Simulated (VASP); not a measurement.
Here is a VASP 6.6.1 calculation.

Contents of INCAR:

```
SYSTEM = KF
PREC = Accurate
ENCUT = 520
EDIFF = 1E-6
ISMEAR = 0
SIGMA = 0.05
LREAL = .False.
LASPH = .True.
NELM = 80
ALGO = Normal
ISIF = 2
LWAVE = .False.
LCHARG = .False.
GGA = CA
NBANDS = 15
```

File KPOINTS:

```
regular mesh
0
Gamma
  8 8 8
  0 0 0
```

POSCAR

```
KF
1.0
    0.0000000000      2.8071750000      2.5398250000
    2.8071750000      0.0000000000      2.5398250000
    2.8071750000      2.8071750000      0.0000000000
K F
1 1
Direct
    0.0000000000      0.0000000000      0.0000000000
    0.5000000000      0.5000000000      0.5000000000
```

Potentials or basis: VASP PAW LDA potentials, release 64 (K_sv, F).

Run with:

```bash
$ cat potpaw_LDA.64/K_sv/POTCAR potpaw_LDA.64/F/POTCAR > POTCAR
$ mpirun -np 1 vasp_std > vasp.out
```

Task: Estimate the pressure.

Result: -3.7 GPa.

Task: Predict the band gap on the k mesh.

Result: 5.40 eV, direct.

Stress tensor (GPa, compression positive):
```
-5.09  0.00  0.00
 0.00 -5.09  0.00
 0.00  0.00 -0.84
```

Caveat: the cell differs from its parent crystal (strain +0.050 along x and y, -0.050 along z). A k mesh can miss the band edges.
